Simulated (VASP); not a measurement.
Wanted: the native input for a VASP 6.6.1 run.

```yaml
Task: single point
Functional: PBE
Potentials_or_basis: VASP PAW PBE potentials, release 64 (Rb_sv, Mg, Ga_d, C, N)
Cutoff: 520 eV
k_mesh: 4 × 4 × 4
Occupations: gaussian, width 0.1 eV
Spin: no spin polarisation
Dipole_correction: no
Further_INCAR_settings: LREAL = Auto; ALGO = Normal; EDIFF = 1e-06; NBANDS = 58
```

The structure of Rb2MgGaC6N6 lies in POSCAR:

```
Rb2MgGaC6N6
1.0
    0.0000000000      5.4367478277      5.4367478277
    5.4367478277      0.0000000000      5.4367478277
    5.4367478277      5.4367478277      0.0000000000
Rb Mg Ga C N
2 1 1 6 6
Direct
    0.2500000000      0.2500000000      0.2500000000
    0.7500000000      0.7500000000      0.7500000000
    0.5000000000      0.5000000000      0.5000000000
    0.0000000000      0.0000000000      0.0000000000
    0.8051670744      0.1948329256      0.1948329256
    0.1948329256      0.8051670744      0.1948329256
    0.1948329256      0.1948329256      0.8051670744
    0.1948329256      0.8051670744      0.8051670744
    0.8051670744      0.1948329256      0.8051670744
    0.8051670744      0.8051670744      0.1948329256
    0.6968734919      0.3031265081      0.3031265081
    0.3031265081      0.6968734919      0.3031265081
    0.3031265081      0.3031265081      0.6968734919
    0.3031265081      0.6968734919      0.6968734919
    0.6968734919      0.3031265081      0.6968734919
    0.6968734919      0.6968734919      0.3031265081
```

One way to write it, as run:

INCAR

```
SYSTEM = Rb2MgGaC6N6
PREC = Accurate
ENCUT = 520
EDIFF = 1E-6
ISMEAR = 0
SIGMA = 0.1
LREAL = Auto
LASPH = .True.
NELM = 100
ALGO = Normal
ISIF = 2
LWAVE = .False.
LCHARG = .False.
GGA = PE
NBANDS = 58
```

KPOINTS

```
Automatic mesh
0
Gamma
  4 4 4
  0 0 0
```

Potentials or basis: VASP PAW PBE potentials, release 64 (Rb_sv, Mg, Ga_d, C, N).

Launch:

```bash
$ cat potpaw_PBE.64/Rb_sv/POTCAR potpaw_PBE.64/Mg/POTCAR potpaw_PBE.64/Ga_d/POTCAR potpaw_PBE.64/C/POTCAR potpaw_PBE.64/N/POTCAR > POTCAR
$ mpirun -np 1 vasp_std > vasp.out
```

It gave:

* Pressure: 0.5 GPa
* Largest force: 0.353 eV/Å
* Band gap on the k mesh: zero (an odd number of electrons rules out a gap without spin polarisation)

Caveat: an odd number of electrons without spin polarisation forces a metal; a magnetic or distorted state may lie lower.

It took 4 min on 1 thread of Intel(R) Xeon(R) Platinum 8488C (Sapphire Rapids), on a shared host, peak memory 0.54 GiB.
